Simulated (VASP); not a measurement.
# NiO (Fm-3m) in VASP: notebook, part 2 of 2

VASP 6.6.1. The steps go on from the part before.

## Step 3: Single point, PBEsol, collinear spin, ferromagnetic start

This run uses another cell than the first one, of 8.64 Å³/atom, 1.014 times its volume.

INCAR

```
SYSTEM = NiO
PREC = Accurate
ENCUT = 520
EDIFF = 1E-7
ISMEAR = -1
SIGMA = 0.05
LREAL = .False.
LASPH = .True.
NELM = 150
ALGO = Normal
ISIF = 2
LWAVE = .False.
LCHARG = .False.
ISPIN = 2
MAGMOM = 1 0
LORBIT = 11
LMAXMIX = 4
GGA = PS
NBANDS = 19
```

KPOINTS

```
Automatic mesh
0
Gamma
  11 11 11
  0 0 0
```

POSCAR

```
NiO
1.0
    0.0000000000      2.0523431811      2.0523431811
    2.0523431811      0.0000000000      2.0523431811
    2.0523431811      2.0523431811      0.0000000000
Ni O
1 1
Direct
    0.0000000000      0.0000000000      0.0000000000
    0.5000000000      0.5000000000      0.5000000000
```

Potentials or basis: VASP PAW PBE potentials, release 64 (Ni, O).

Launch:

```sh
$ cat potpaw_PBE.64/Ni/POTCAR potpaw_PBE.64/O/POTCAR > POTCAR
$ mpirun -np 1 vasp_std > vasp.out
```

OUTCAR:

```text
SYSTEM = NiO
   PREC = Accurate
   ENCUT = 520
   EDIFF = 1E-7
   ISMEAR = -1
   LREAL = .False.
   LASPH = .True.
   NELM = 150
   ISIF = 2
   ISPIN = 2
   LORBIT = 11
   GGA = PS

 ion  position               nearest neighbor table
   1  0.000  0.000  0.000-   2 2.05   2 2.05   2 2.05   2 2.05   2 2.05   2 2.05
   2  0.500  0.500  0.500-   1 2.05   1 2.05   1 2.05   1 2.05   1 2.05   1 2.05

  LATTYP: Found a face centered cubic cell.
 ALAT       =     4.1046863622

  Lattice vectors:

 A1 = (   0.0000000000,   2.0523431811,   2.0523431811)
 A2 = (   2.0523431811,   0.0000000000,   2.0523431811)
 A3 = (   2.0523431811,   2.0523431811,   0.0000000000)

Analysis of symmetry for initial positions (statically):
=====================================================================
 Subroutine PRICEL returns:
 Original cell was already a primitive cell.

 Routine SETGRP: Setting up the symmetry group for a
 face centered cubic supercell.

 Subroutine GETGRP returns: Found 48 space group operations
 (whereof 48 operations were pure point group operations)
 out of a pool of 48 trial point group operations.

The static configuration has the point symmetry O_h .

Analysis of symmetry for dynamics (positions and initial velocities):
=====================================================================
 Subroutine PRICEL returns:
 Original cell was already a primitive cell.

 Routine SETGRP: Setting up the symmetry group for a
 face centered cubic supercell.

 Subroutine GETGRP returns: Found 48 space group operations
 (whereof 48 operations were pure point group operations)
 out of a pool of 48 trial point group operations.

The dynamic configuration has the point symmetry O_h .

Analysis of structural, dynamic, and magnetic symmetry:
=====================================================================
 Subroutine PRICEL returns:
 Original cell was already a primitive cell.

 Routine SETGRP: Setting up the symmetry group for a
 face centered cubic supercell.

 Subroutine GETGRP returns: Found 48 space group operations
 (whereof 48 operations were pure point group operations)
 out of a pool of 48 trial point group operations.

The overall configuration has the point symmetry O_h .

 Subroutine INISYM returns: Found 48 space group operations
 (whereof 48 operations are pure point group operations),
 and found     1 'primitive' translations

----------------------------------------------------------------------------------------

                                     Primitive cell

  volume of cell :      17.2894

  direct lattice vectors                    reciprocal lattice vectors
     0.000000000  2.052343181  2.052343181    -0.243623973  0.243623973  0.243623973
     2.052343181  0.000000000  2.052343181     0.243623973 -0.243623973  0.243623973
     2.052343181  2.052343181  0.000000000     0.243623973  0.243623973 -0.243623973

  length of vectors
     2.902451561  2.902451561  2.902451561     0.421969099  0.421969099  0.421969099

  position of ions in fractional coordinates (direct lattice)
     0.000000000  0.000000000  0.000000000
     0.500000000  0.500000000  0.500000000

  ion indices of the primitive-cell ions
[... 59 lines left out ...]
   total plane-waves  NPLWV =  13824
   dimension x,y,z NGX =    24 NGY =   24 NGZ =   24
   dimension x,y,z NGXF=    48 NGYF=   48 NGZF=   48
   ions per type =               1   1
   NGX,Y,Z   is equivalent  to a cutoff of  13.75, 13.75, 13.75 a.u.
   NGXF,Y,Z  is equivalent  to a cutoff of  27.49, 27.49, 27.49 a.u.
 SYSTEM =  NiO
   PREC   = accura    normal or accurate (medium, high low for compatibility)
   ISTART =      0    job   : 0-new  1-cont  2-samecut
   ICHARG =      2    charge: 1-file 2-atom 10-const
   ISPIN  =      2    spin polarized calculation?
   LNONCOLLINEAR =      F non collinear calculations
   LSORBIT =      F    spin-orbit coupling
   LASPH  =      T    aspherical Exc in radial PAW
   ENCUT  =  520.0 eV  38.22 Ry    6.18 a.u.   5.40  5.40  5.40*2*pi/ulx,y,z
   NELM   =    150;   NELMIN=  2; NELMDL= -5     # of ELM steps
   EDIFF  = 0.1E-06   stopping-criterion for ELM
   LREAL  =      F    real-space projection
   EDIFFG = 0.1E-05   stopping-criterion for IOM
   NSW    =      0    number of steps for IOM
   IBRION =     -1    ionic relax: 0-MD 1-quasi-New 2-CG
   NFREE  =      0    steps in history (QN), initial steepest desc. (CG)
   ISIF   =      2    stress and relaxation
   ISYM   =      2    0-nonsym 1-usesym 2-fastsym
   POTIM  = 0.5000    time-step for ionic-motion
   TEBEG  =    0.0;   TEEND  =   0.0 temperature during run
   PSTRESS=    0.0 pullay stress
   NELECT =      16.0000    total number of electrons
   NUPDOWN=      -1.0000    fix difference up-down
   EMIN   =  10.00;   EMAX   =-10.00  energy-range for DOS
   EFERMI =   0.00;   METHOD = LEGACY
   ISMEAR =    -1;   SIGMA  =   0.05  broadening in eV -4-tet -1-fermi 0-gaus
   EFERMI_NEDOS =   21; number of points for ismear=-14 and -15
   IALGO  =     38    algorithm
   IMIX   =      4    mixing-type and parameters
     AMIX     =   0.40;   BMIX     =  1.00
     AMIX_MAG =   1.60;   BMIX_MAG =  1.00
  volume/ion in A,a.u.               =       8.64        58.34
  Fermi-wavevector in a.u.,A,eV,Ry     =   1.595346  3.014766 34.628573  2.545128
  Thomas-Fermi vector in A             =   2.693279
   LORBIT       =     11    0 simple, 1 ext, 2 COOP (PROOUT), +10 PAW based schemes
   GGA     = PS    functional components
   LHFCALC =     F    Hartree Fock is set to
   AEXX    =    0.0000 exact exchange contribution
   IVDW    =     0    specifies the selected vdW correction
   LEPSILON=     F    determine dielectric tensor
   LRPA    =     F    only Hartree local field effects (RPA)
 spin polarized calculation
  energy-cutoff  :      520.00
  volume of cell :       17.29
 maximum number of plane-waves:       487
 NGX is ok and might be reduce to    24
   NGX = 11   NGY = 11   NGZ = 11

 number of electron      15.9999989 magnetization       0.7582123

 Free energy of the ion-electron system (eV)
  ---------------------------------------------------
  ext. energy  EPLUGINS =         0.00000000
  ---------------------------------------------------
  free energy    TOTEN  =       -12.39624150 eV

  energy without entropy =      -12.37696813  energy(sigma->0) =      -12.38660482

 E-fermi :   8.4995     XC(G=0): -13.2535

 val. band max:        8.4975206873   @ k =  -0.3636   0.3636   0.0909
 cond. band min:       8.5116558388   @ k =  -0.4545   0.1818   0.0000
 fundamental gap:      0.0141351515
 Fermi energy:         8.4995158435

 spin component 1

 k-point     1 :       0.0000    0.0000    0.0000
  band No.  band energies     occupation
      1     -12.4236      1.00000
      2       5.1479      1.00000
      3       5.1479      1.00000
      4       5.1479      1.00000
      5       6.2126      1.00000
      6       6.2126      1.00000
[... 517 lines left out ...]
     18      40.2175      0.00000
     19      41.3892      0.00000

 [... further k-points ...]

 spin component 2

 k-point     1 :       0.0000    0.0000    0.0000
  band No.  band energies     occupation
      1     -12.2604      1.00000
      2       5.3394      1.00000
      3       5.3394      1.00000
      4       5.3394      1.00000
      5       6.6278      1.00000
      6       6.6278      1.00000
[... 517 lines left out ...]
     18      40.3968      0.00000
     19      41.5105      0.00000

 [... further k-points ...]
[... 5 lines left out ...]
  --------------------------------------------------------------------------------------
  -------------------------------------------------------------------------------------
  Total       -0.0536193     -0.0536193     -0.0536193      0.0000000      0.0000000      0.0000000
  in kB       -4.9688028     -4.9688028     -4.9688028      0.0000000      0.0000000      0.0000000
  external PRESSURE =      -4.9688028 kB  Pullay stress =       0.0000000 kB

 VOLUME and BASIS-vectors are now :
 -----------------------------------------------------------------------------
  energy-cutoff  :      520.00
  volume of cell :       17.29
      direct lattice vectors                 reciprocal lattice vectors
     0.000000000  2.052343181  2.052343181    -0.243623973  0.243623973  0.243623973
     2.052343181  0.000000000  2.052343181     0.243623973 -0.243623973  0.243623973
     2.052343181  2.052343181  0.000000000     0.243623973  0.243623973 -0.243623973

 POSITION                                       TOTAL-FORCE (eV/Angst)
 -----------------------------------------------------------------------------------
      0.00000      0.00000      0.00000         0.000000     -0.000000      0.000000
      2.05234      2.05234      2.05234        -0.000000      0.000000     -0.000000
 -----------------------------------------------------------------------------------
    total drift:                                0.000000     -0.000000     -0.000000

  FREE ENERGIE OF THE ION-ELECTRON SYSTEM (eV)
  ---------------------------------------------------
  free  energy   TOTEN  =       -12.3962415045 eV

  energy  without entropy=      -12.3769681327  energy(sigma->0) =      -12.38660482

 total charge

# of ion       s       p       d       tot
------------------------------------------
    1        0.350   0.440   8.363   9.153
    2        1.564   3.380   0.000   4.943
--------------------------------------------------
tot          1.914   3.820   8.363  14.097

 magnetization (x)

# of ion       s       p       d       tot
------------------------------------------
    1        0.008   0.009   0.628   0.645
    2        0.015   0.080   0.000   0.095
--------------------------------------------------
tot          0.023   0.089   0.628   0.740
```

Run time: 30 s. Hardware: 1 thread of Intel Xeon Platinum 8488C (Sapphire Rapids), shared host; peak memory 0.16 GiB.

What came out:

```yaml
Free_energy: -12.3962 eV
Pressure: -0.5 GPa
Net_moment: 0.76 μB per cell
Site_moments: Ni +0.65; O +0.10 μB
Valence_electrons_inside_the_program's_atomic_spheres: Ni 9.15; O 4.94
```

Levels at points of the mesh, in eV from the Fermi level:
Spin up:
```
           k point  band 5  band 6  band 7  band 8  band 9  band 10  band 11  band 12  band 13  band 14
(0.00, 0.00, 0.00)   -2.29   -2.29   -2.27   -2.27   -2.27     1.79    17.78    19.29    19.29    19.29
```
Spin down:
| k point | band 4 | band 5 | band 6 | band 7 | band 8 | band 9 | band 10 | band 11 | band 12 | band 13 |
| --- | --- | --- | --- | --- | --- | --- | --- | --- | --- | --- |
| (0.00, 0.00, 0.00) | -3.16 | -1.87 | -1.87 | -1.87 | -1.26 | -1.26 | 1.94 | 17.77 | 19.41 | 19.41 |

Caveat: the PAW data sets were made with another functional, which shifts forces and pressure a little; a cell with one magnetic atom can't hold antiferromagnetic order, which such compounds often take; semilocal functionals often make such compounds metallic where correlation or magnetic order opens a gap, which also shifts bond lengths.

## Step 4: Single point, PBEsol, collinear spin, ferromagnetic start

This run uses another cell than the first one, of 8.73 Å³/atom, 1.023 times its volume.

INCAR is that of step 3.

KPOINTS is that of step 3.

POSCAR

```
NiO
1.0
    0.0000000000      2.0587092193      2.0587092193
    2.0587092193      0.0000000000      2.0587092193
    2.0587092193      2.0587092193      0.0000000000
Ni O
1 1
Direct
    0.0000000000      0.0000000000      0.0000000000
    0.5000000000      0.5000000000      0.5000000000
```

Launch:

```sh
$ cat potpaw_PBE.64/Ni/POTCAR potpaw_PBE.64/O/POTCAR > POTCAR
$ mpirun -np 1 vasp_std > vasp.out
```

Run time: 29 s. Hardware: 1 thread of Intel Xeon Platinum 8488C (Sapphire Rapids), shared host; peak memory 0.17 GiB.

The run converged. Its results:

* Free energy: -12.4033 eV
* Pressure: -0.1 GPa
* Net moment: 1.24 μB per cell
* Site moments: Ni +1.04; O +0.17 μB
* Valence electrons inside the program's atomic spheres: Ni 9.12; O 4.95

Levels at points of the mesh, in eV from the Fermi level:
Spin up:
| k point | band 6 | band 7 | band 8 | band 9 | band 10 | band 11 | band 12 | band 13 |
| --- | --- | --- | --- | --- | --- | --- | --- | --- |
| (0.00, 0.00, 0.00) | -2.72 | -2.51 | -2.51 | -2.51 | 1.67 | 17.71 | 19.12 | 19.12 |
Spin down:
```
           k point  band 4  band 5  band 6  band 7  band 8  band 9  band 10  band 11
(0.00, 0.00, 0.00)   -2.98   -1.86   -1.86   -1.86   -1.05   -1.05     1.92    17.69
```

Caveat: the PAW data sets were made with another functional, which shifts forces and pressure a little; a cell with one magnetic atom can't hold antiferromagnetic order, which such compounds often take; semilocal functionals often make such compounds metallic where correlation or magnetic order opens a gap, which also shifts bond lengths.

## Step 5: Overview

```tsv
cell	gap on the mesh (eV)	pressure (GPa)	moment (μB)
a = 2.889 Å, angles 60.0°, 2 atoms	none	2.9	0.81
a = 2.902 Å, angles 60.0°, 2 atoms	none	-0.5	0.76
a = 2.911 Å, angles 60.0°, 2 atoms	none	-0.1	1.24
```

Alike in all rows: task single point; level PBEsol; potentials or basis VASP PAW PBE potentials, release 64 (Ni, O); spin collinear, ferromagnetic start; k mesh 11 × 11 × 11; cutoff (eV) 520; smearing fermi-dirac 0.05 eV.

Caveats: the PAW data sets were made with another functional, which shifts forces and pressure a little; a cell with one magnetic atom can't hold antiferromagnetic order, which such compounds often take; semilocal functionals often make such compounds metallic where correlation or magnetic order opens a gap, which also shifts bond lengths.

Absolute energies hang on the potentials; compare differences alone.

## Step 6: Comparison with measurements

Step 2. Against the measured gap of NiO, 4.3 eV (quoted in “Local correlations, non-local screening, multiplets, and band formation in NiO”, 2012, arxiv:1210.6675), the calculated 0.00 eV is off by -4.30 eV. So large a miss can be the level of theory's own, or it may mean another phase, state or a wrong row. The value is that of PBEsol on a finite k mesh, which can miss the band edges, without temperature or zero-point motion. Semilocal functionals fall short of measured gaps as a rule. The run's magnetic order (collinear spin, ferromagnetic start) needn't be the measured crystal's.

Step 3. Measured gap of NiO: 4.3 eV (quoted in “Local correlations, non-local screening, multiplets, and band formation in NiO”, 2012, arxiv:1210.6675). This calculation gives 0.00 eV (-4.30 eV). So large a miss can be the level of theory's own, or it may mean another phase, state or a wrong row. The value is that of PBEsol on a finite k mesh, which can miss the band edges, without temperature or zero-point motion. Semilocal functionals fall short of measured gaps as a rule. The run's magnetic order (collinear spin, ferromagnetic start) needn't be the measured crystal's.

Step 4. A measured gap of NiO is 4.3 eV (quoted in “Local correlations, non-local screening, multiplets, and band formation in NiO”, 2012, arxiv:1210.6675); the calculated 0.00 eV misses it by -4.30 eV. So large a miss can be the level of theory's own, or it may mean another phase, state or a wrong row. The value is that of PBEsol on a finite k mesh, which can miss the band edges, without temperature or zero-point motion. Semilocal functionals fall short of measured gaps as a rule. The run's magnetic order (collinear spin, ferromagnetic start) needn't be the measured crystal's.
